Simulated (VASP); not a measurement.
# S (P6/mmm) in VASP: notebook, part 2 of 2

VASP 6.6.1. The steps go on from the part before.

## (3) Single point, PBE

This run uses another cell than the first one, of 32.18 Å³/atom.

File INCAR:

```
SYSTEM = S
  PREC = Accurate
  ENCUT = 520
  EDIFF = 1E-6
  ISMEAR = 0
  SIGMA = 0.1
  LREAL = .False.
  LASPH = .True.
  NELM = 60
  ALGO = Normal
  ISIF = 2
  LWAVE = .False.
  LCHARG = .True.
  GGA = PE
  LELF = .True.
  LVHAR = .True.
  NBANDS = 16
```

File KPOINTS:

```
regular mesh
0
Gamma
  6 6 6
  0 0 0
```

File POSCAR:

```
S
1.0
    5.6656459624      0.0000000000      0.0000000000
   -2.8328229812      4.9065933323      0.0000000000
    0.0000000000      0.0000000000      3.4732873074
S
3
Direct
    0.0000000000      0.0000000000      0.0000000000
    0.3333333333      0.6666666667      0.5000000000
    0.6666666667      0.3333333333      0.5000000000
```

Potentials or basis: VASP PAW PBE potentials, release 64 (S).

The run is started by

```console
cat potpaw_PBE.64/S/POTCAR > POTCAR
mpirun -np 1 vasp_std > vasp.out
```

It took 23 s on 1 thread of AMD EPYC 9R45 (Zen 5), shared host; peak memory 0.18 GiB.

The run converged. Its results:

```
Free energy            : -5.5397 eV
Pressure               : -10.8 GPa
Band gap on the k mesh : zero (bands 9 and 10 overlap by 1.64 eV)
```

Stress tensor (GPa, compression positive):
```
-11.05   0.00   0.00
  0.00 -11.05   0.00
  0.00   0.00 -10.22
```

Levels at points of the mesh, in eV from the Fermi level:
| k point | band 5 | band 6 | band 7 | band 8 | band 9 | band 10 | band 11 | band 12 | band 13 | band 14 |
| --- | --- | --- | --- | --- | --- | --- | --- | --- | --- | --- |
| (0.00, 0.00, 0.00) | -2.07 | -1.60 | -1.60 | -0.10 | 0.80 | 0.90 | 0.91 | 0.91 | 7.30 | 8.13 |
| (0.50, 0.00, 0.00) | -1.55 | -1.20 | -0.01 | 0.15 | 0.28 | 0.34 | 0.43 | 0.75 | 7.82 | 9.00 |
| (0.00, 0.00, 0.50) | -1.75 | -1.55 | -1.55 | -1.30 | -0.41 | -0.41 | 0.14 | 0.14 | 7.27 | 7.27 |
| (0.50, 0.00, 0.50) | -2.43 | -1.82 | -1.73 | -0.48 | -0.39 | -0.04 | 0.18 | 0.62 | 7.95 | 8.34 |

Caveat: the cell stands under tension.

## (4) Relaxation of cell and atoms, PBE

This run uses another cell than the first one, of 32.18 Å³/atom.

File INCAR:

```
SYSTEM = S
PREC = Accurate ; ENCUT = 600
EDIFF = 1E-6 ; ISMEAR = 0
SIGMA = 0.1 ; LREAL = .FALSE.
LASPH = .TRUE. ; NELM = 60
ALGO = Normal ; ISIF = 3
LWAVE = .FALSE. ; LCHARG = .FALSE.
GGA = PE ; IBRION = 2
NSW = 90 ; EDIFFG = -0.04
```

File KPOINTS:

```
regular mesh
0
G
  6 6 6
  0 0 0
```

POSCAR is that of step 3.

The run is started by

```console
cat potpaw_PBE.64/S/POTCAR > POTCAR
mpirun -np 1 vasp_std > vasp.out
```

Run time: 6.8 min. Hardware: 1 thread of AMD EPYC 9R45 (Zen 5), shared host; peak memory 0.23 GiB.

It converged, with:

| Property | Result |
| --- | --- |
| Free energy | -10.6849 eV |
| Relaxed volume | 24.73 Å³/atom |
| Relaxed cell | a = 6.346 Å, b = 6.346 Å, c = 2.127 Å, α = 90.00°, β = 90.00°, γ = 120.00° |
| Space group after relaxing (to 0.1 Å) | P6/mmm (No. 191) |
| Pressure after relaxing | -0.1 GPa |
| Band gap on the k mesh | zero (bands 9 and 10 overlap by 2.44 eV) |

Stress tensor (GPa, compression positive):
```
-0.04  0.00  0.00
 0.00 -0.04  0.00
 0.00  0.00 -0.26
```

Final structure:
```
CELL_PARAMETERS angstrom
6.34578 0.00000 0.00000
-3.17289 5.49560 0.00000
0.00000 0.00000 2.12717
ATOMIC_POSITIONS crystal
S 0.00000 0.00000 0.00000
S 0.33333 0.66667 0.50000
S 0.66667 0.33333 0.50000
```

Levels at points of the mesh, in eV from the Fermi level:
| k point | band 7 | band 8 | band 9 | band 10 | band 11 | band 12 |
| --- | --- | --- | --- | --- | --- | --- |
| (0.00, 0.00, 0.00) | -4.13 | -2.23 | -2.23 | 4.36 | 8.90 | 8.91 |
| (0.50, 0.00, 0.00) | -2.81 | -2.81 | -2.78 | 5.49 | 6.85 | 6.87 |
| (0.00, 0.00, 0.50) | 0.92 | 0.92 | 1.35 | 1.35 | 1.71 | 1.71 |
| (0.50, 0.00, 0.50) | 0.79 | 1.13 | 1.32 | 1.39 | 1.58 | 1.88 |

Caveat: the volume moved by over 15 % at a fixed basis, so the end points are rough.

## (5) Relaxation of cell and atoms, PBE

File INCAR:

```
  PREC = Accurate
  ENCUT = 600
  EDIFF = 1E-7
  ISMEAR = 0
  SIGMA = 0.1
  LREAL = F
  LASPH = T
  NELM = 80
  ALGO = Normal
  ISIF = 3
  LWAVE = F
  LCHARG = F
  GGA = PE
  IBRION = 2
  NSW = 100
  EDIFFG = -0.01
```

File KPOINTS:

```
Automatic mesh
0
Gamma
  9 9 20
```

File POSCAR:

```
S
1.0
    6.3294307096      0.0000000000      0.0000000000
   -3.1647153548      5.4814477860      0.0000000000
    0.0000000000      0.0000000000      2.1276261762
S
3
Direct
    0.0000000000      0.0000000000      0.0000000000
    0.3333333333      0.6666666667      0.5000000000
    0.6666666667      0.3333333333      0.5000000000
```

Potentials or basis: VASP PAW PBE potentials, release 64 (S).

The run is started by

```console
cat potpaw_PBE.64/S/POTCAR > POTCAR
mpirun -np 1 vasp_std > vasp.out
```

OUTCAR:

```text
PREC = Accurate
   ENCUT = 600
   EDIFF = 1E-7
   ISMEAR = 0
   LREAL = F
   LASPH = T
   NELM = 80
   ISIF = 3
   GGA = PE
   IBRION = 2
   NSW = 100
   EDIFFG = -0.01

 ion  position               nearest neighbor table
   1  0.000  0.000  0.000-
   2  0.333  0.667  0.500-
   3  0.667  0.333  0.500-

  LATTYP: Found a hexagonal cell.
 ALAT       =     6.3294307096
 C/A-ratio  =     0.3361481109

  Lattice vectors:

 A1 = (   6.3294307096,   0.0000000000,   0.0000000000)
 A2 = (  -3.1647153548,   5.4814477860,   0.0000000000)
 A3 = (   0.0000000000,   0.0000000000,   2.1276261762)

Analysis of symmetry for initial positions (statically):
=====================================================================
 Subroutine PRICEL returns:
[... 680 lines left out ...]

 number of electron      18.0000001 magnetization

------------------------ aborting loop because EDIFF is reached ----------------------------------------
[... 69 lines left out ...]
--------------------------------------- Ionic step       13  -------------------------------------------

 number of electron      18.0000001 magnetization

 Free energy of the ion-electron system (eV)
  ---------------------------------------------------
  ext. energy  EPLUGINS =         0.00000000
  ---------------------------------------------------
  free energy    TOTEN  =       -10.40309205 eV

  energy without entropy =      -10.39582058  energy(sigma->0) =      -10.39945632

 E-fermi :   0.5980     XC(G=0):  -7.2265

 val. band max:        0.5973463439   @ k =   0.3333   0.2222   0.4000
 cond. band min:       0.5999505946   @ k =   0.3333   0.1111   0.4000
 fundamental gap:      0.0026042506
 Fermi energy:         0.5979598326

 k-point     1 :       0.0000    0.0000    0.0000
  band No.  band energies     occupation
      1     -15.2193      2.00000
      2     -15.0924      2.00000
      3     -15.0785      2.00000
      4      -3.6460      2.00000
      5      -3.6460      2.00000
      6      -3.6338      2.00000
      7      -3.6338      2.00000
      8      -2.8559      2.00000
      9      -2.8559      2.00000
     10       4.0589      0.00000
     11       7.7804      0.00000
     12       7.7810      0.00000
     13       7.7815      0.00000
[... 398 lines left out ...]
  FREE ENERGIE OF THE ION-ELECTRON SYSTEM (eV)
  ---------------------------------------------------
  free  energy   TOTEN  =       -10.4030920501 eV

  energy  without entropy=      -10.3958205816  energy(sigma->0) =      -10.39945632

 reached required accuracy - stopping structural energy minimisation
```

CONTCAR:

```text
S
   1.00000000000000
     7.3302015891544805    0.0000000000000000   -0.0000000000000000
    -3.6651007945772403    6.3481407910585474    0.0000000000000000
     0.0000000000000000   -0.0000000000000000    2.0912964803366996
  S
     3
Direct
     0.0000000000000000    0.0000000000000000    1.0000000000000000
     0.3333333332999970    0.6666666667000030    0.5000000000000000
     0.6666666667000030    0.3333333332999970    0.5000000000000000

  0.00000000E+00  0.00000000E+00  0.00000000E+00
  0.00000000E+00  0.00000000E+00  0.00000000E+00
  0.00000000E+00  0.00000000E+00  0.00000000E+00
```

Wall time 13 min (1 thread of AMD EPYC 9R45 (Zen 5), shared host); peak memory 0.26 GiB.

What came out:

- Free energy: -10.4031 eV
- Relaxed volume: 32.44 Å³/atom
- Relaxed cell: a = 7.330 Å, b = 7.330 Å, c = 2.091 Å, α = 90.00°, β = 90.00°, γ = 120.00°
- Space group after relaxing (to 0.1 Å): P6/mmm (No. 191)
- Energy gained by relaxing: 38.1 meV/atom
- Ionic steps: 13
- Pressure after relaxing: 0.0 GPa
- Band gap on the k mesh: zero (bands 9 and 10 overlap by 2.39 eV)

Step by step:
```tsv
step	energy change (eV)	largest force (eV/Å)	pressure (GPa)	volume (Å³)
1	0.0000	0.0000	-1.34	73.82
2	0.1267	0.0000	7.97	71.54
3	-0.0368	0.0000	1.23	73.08
4	-0.0369	0.0000	1.35	73.05
5	-0.0529	0.0000	1.13	74.77
6	-0.0842	0.0000	0.65	80.05
7	-0.1102	0.0000	0.21	91.16
8	-0.0989	0.0000	-0.11	115.55
9	-0.1124	0.0000	-0.02	102.41
10	-0.1142	0.0000	0.03	98.36
11	-0.1143	0.0000	0.05	97.29
12	-0.1126	0.0000	-0.46	97.59
13	-0.1143	0.0000	0.00	97.31
```

Final structure:
```xyz
3
Lattice="7.3302 0.0000 0.0000 -3.6651 6.3481 0.0000 0.0000 0.0000 2.0913" Properties=species:S:1:pos:R:3 pbc="T T T"
S     0.0000    0.0000    2.0913
S     0.0000    4.2321    1.0456
S     3.6651    2.1160    1.0456
```

Caveat: the volume moved by over 15 % at a fixed basis, so the end points are rough.

## (6) Overview

| task | cell | k mesh | cutoff (eV) | gap on the mesh (eV) | pressure (GPa) | relaxed volume (Å³/atom) |
| --- | --- | --- | --- | --- | --- | --- |
| single point | a = 6.329, b = 6.329, c = 2.128 Å, angles 90.0, 90.0, 120.0°, 3 atoms | 6 × 6 × 6 | 520 | none | -0.1 | - |
| single point | a = 5.666, b = 5.666, c = 3.473 Å, angles 90.0, 90.0, 120.0°, 3 atoms | 6 × 6 × 6 | 520 | none | -10.8 | - |
| relaxation of cell and atoms | relaxed from a = 5.666, b = 5.666, c = 3.473 Å, angles 90.0, 90.0, 120.0°, 3 atoms | 6 × 6 × 6 | 600 | none | -0.1 | 24.73 |
| relaxation of cell and atoms | relaxed from a = 6.329, b = 6.329, c = 2.128 Å, angles 90.0, 90.0, 120.0°, 3 atoms | 9 × 9 × 20 | 600 | none | 0.0 | 32.44 |

Alike in all rows: level PBE; potentials or basis VASP PAW PBE potentials, release 64 (S); no spin polarisation; smearing gaussian 0.1 eV.

Caveats: some runs use coarse meshes; the volume moved by over 15 % at a fixed basis, so the end points are rough (at least some runs); the cell stands under tension (at least some runs).

Absolute energies hang on the potentials; compare differences alone.

The gap in the log of VASP goes by the Fermi energy; the results here count the filled bands.